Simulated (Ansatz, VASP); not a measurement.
# Two plane-wave programs on Cu2Re

```
Cu Re
1.0
     0.00000    2.87391    2.87391
     2.87391    0.00000    2.87391
     2.87391    2.87391    0.00000
Cu Re
2 1
Cartesian
  1.4370 1.4370 1.4370
  4.3109 4.3109 4.3109
  0.0000 0.0000 0.0000
```

Alike in both runs: functional PBE; k mesh 6 × 6 × 6; occupations gaussian, width 0.1 eV; no spin polarisation.

Ansatz relaxed the structure, and its values are those at the end. VASP's run is a single point on that final structure, the one shown.

|  | VASP | Ansatz |
| --- | --- | --- |
| version | VASP 6.6.1 | Ansatz 0.2.0 |
| potentials or method | VASP PAW PBE potentials, release 64 (Cu, Re), cutoff 520 eV | scalar-relativistic, plane waves, PAW |
| valence electrons in the cell | 29 | 53 |

Ansatz gave:

* gap on the k mesh at the Fermi level (eV): none
* pressure (GPa): 0.0

Estimate VASP's values.

gap on the k mesh at the Fermi level (eV): none; pressure (GPa): 0.2.

A gap of «none» marks a metal or a gap that the smearing closes. With one functional, cell and mesh, what is left measures potentials, basis and numerics. VASP's potentials hold 29 valence electrons a cell and Ansatz's 53, so a difference there can come from the potentials and not from the codes.

Spin-orbit coupling is off throughout.
